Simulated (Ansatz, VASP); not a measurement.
# Hf: VASP beside Ansatz

Contents of INCAR:

```
SYSTEM = Hf
  PREC = Accurate
  ENCUT = 520
  EDIFF = 1E-6
  ISMEAR = 0
  SIGMA = 0.3
  LREAL = .FALSE.
  LASPH = .TRUE.
  NELM = 60
  ALGO = Normal
  ISIF = 2
  LWAVE = .FALSE.
  LCHARG = .FALSE.
  GGA = CA
  NBANDS = 17
```

File KPOINTS:

```
regular mesh
0
G
  12 12 7
  0 0 0
```

Contents of POSCAR:

```
Hf
1.0
    3.1183974891      0.0000000000      0.0000000000
   -1.5591987445      2.7006114446      0.0000000000
    0.0000000000      0.0000000000      4.9475473504
Hf
2
Direct
    0.3333333333      0.6666666667      0.2500000000
    0.6666666667      0.3333333333      0.7500000000
```

Input for Ansatz:

```yaml
crystal:
  lattice:
    - [3.1183974891, 0.0, 0.0]
    - [-1.5591987445, 2.7006114446, 0.0]
    - [0.0, 0.0, 4.9475473504]
  atoms:
    - { symbol: Hf, position: [0.3333333333, 0.6666666667, 0.25] }
    - { symbol: Hf, position: [0.6666666667, 0.3333333333, 0.75] }
hamiltonian:
  xc: lda
  pseudopotentials:
    kind: paw
    azcp:
      Hf: "pseudopotentials/Hf.paw.azcp"
basis:
  ecutwfc: 420
  fft_grid_basis: typed
kpoints:
  mp_grid: { grid: [12, 12, 7], shift: [0, 0, 0] }
magnetization:
  spin_polarized: false
scf:
  occupations: { method: gaussian, width: 0.3 }
  lower_state_search: "off"
output:
  stress: true
```

Alike in both runs: task single point; functional LDA; k mesh 12 × 12 × 7; occupations gaussian, width 0.3 eV; no spin polarisation.

|  | VASP | Ansatz |
| --- | --- | --- |
| version | VASP 6.6.1 | Ansatz 0.2.0 |
| potentials or method | VASP PAW LDA potentials, release 64 (Hf_pv), cutoff 520 eV | plane waves (420 eV) with PAW, scalar-relativistic |
| valence electrons in the cell | 20 | 52 |

Ansatz gave:

* pressure (GPa): 0.0
* traceless stress, the component that is largest in VASP (GPa): 0.13

Task: What did VASP give for the same quantities?

Result: Pressure (GPa): 0.1; traceless stress, the component that is largest in VASP (GPa): 0.11.

Ansatz warns that its potentials were made for another functional, while VASP's fit it. LDA's correlation is that of Perdew and Zunger in VASP and of Perdew and Wang (1992) in Ansatz. VASP's potentials hold 20 valence electrons a cell and Ansatz's 52, so a difference there can come from the potentials and not from the codes.

Neither program's run includes spin-orbit coupling.
